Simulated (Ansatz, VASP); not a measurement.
## CO2: VASP beside Ansatz

```
C O
1.0
     5.62000    0.00000    0.00000
     0.00000    5.62000    0.00000
     0.00000    0.00000    5.62000
C O
4 8
Direct
  0.00000 0.00000 0.00000
  0.50000 0.00000 0.50000
  0.50000 0.50000 0.00000
  0.00000 0.50000 0.50000
  0.12003 0.12003 0.12003
  0.37997 0.87997 0.62003
  0.62003 0.37997 0.87997
  0.87997 0.62003 0.37997
  0.87997 0.87997 0.87997
  0.62003 0.12003 0.37997
  0.37997 0.62003 0.12003
  0.12003 0.37997 0.62003
```

Alike in both runs: functional PBE; k mesh 4 × 4 × 4; occupations fermi-dirac, width 0.02 eV; no spin polarisation.

Ansatz relaxed the structure, and its values are those at the end. VASP's run is a single point on that final structure, the one shown.

|  | VASP | Ansatz |
| --- | --- | --- |
| version | VASP 6.6.1 | Ansatz 0.2.0 |
| potentials or method | VASP PAW PBE potentials, release 64 (C_h, O_h) | plane-wave PAW, scalar-relativistic |
| plane-wave cutoff (eV) | 910 | 420 |
| valence electrons in the cell | 64 | 64 |

Ansatz gave:

```
gap on the k mesh at the Fermi level (eV) : 6.79
rms of the force components (eV/Å)        : 0.000
```

Problem. Estimate VASP's values.

Solution. gap on the k mesh at the Fermi level (eV): 6.79; rms of the force components (eV/Å): 0.006.

Ansatz's warnings: stress scf threshold loose.

Noted on VASP's run: the cutoff is short for stress, so the pressure is rough.
